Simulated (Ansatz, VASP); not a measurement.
# Two plane-wave programs on HRh6

```xyz
14
Lattice="5.4163 0.0000 0.0000 0.0000 5.4163 0.0000 0.0000 0.0000 21.6737" Properties=species:S:1:pos:R:3 pbc="T T T"
Rh    1.3541    1.3541    4.0000
Rh    1.3541    4.0623    4.0000
Rh    4.0623    1.3541    4.0000
Rh    4.0623    4.0623    4.0000
Rh    0.0000    0.0000    5.8384
Rh    0.0000    2.7082    5.8384
Rh    2.7082    0.0000    5.8384
Rh    2.7082    2.7082    5.8384
Rh    1.3541    1.3541    7.6737
Rh    1.3541    4.0623    7.6737
Rh    4.0623    1.3541    7.6737
Rh    4.0623    4.0623    7.6737
H     2.2487    2.7082   10.2737
H     3.1677    2.7082   10.2737
```

Alike in both runs: task single point; functional PBE; k mesh 5 × 5 × 1; occupations gaussian, width 0.1 eV; no spin polarisation.

|  | VASP | Ansatz |
| --- | --- | --- |
| version | VASP 6.6.1 | Ansatz 0.2.0 |
| potentials or method | VASP PAW PBE potentials, release 64 (Rh_pv, H), cutoff 520 eV | scalar-relativistic, plane waves, PAW |
| valence electrons in the cell | 182 | 206 |

```tsv
	VASP	Ansatz	Ansatz less VASP
gap on the k mesh at the Fermi level (eV)	none	none	-
rms of the force components (eV/Å)	0.712	0.712	0.0000
work function, face that differs most (eV)	4.71	4.71	+0.001
```

Atom by atom the forces differ by 0.001 eV/Å (rms over components). A gap of «none» marks a metal or a gap that the smearing closes. VASP's potentials hold 182 valence electrons a cell and Ansatz's 206, so a difference there can come from the potentials and not from the codes.
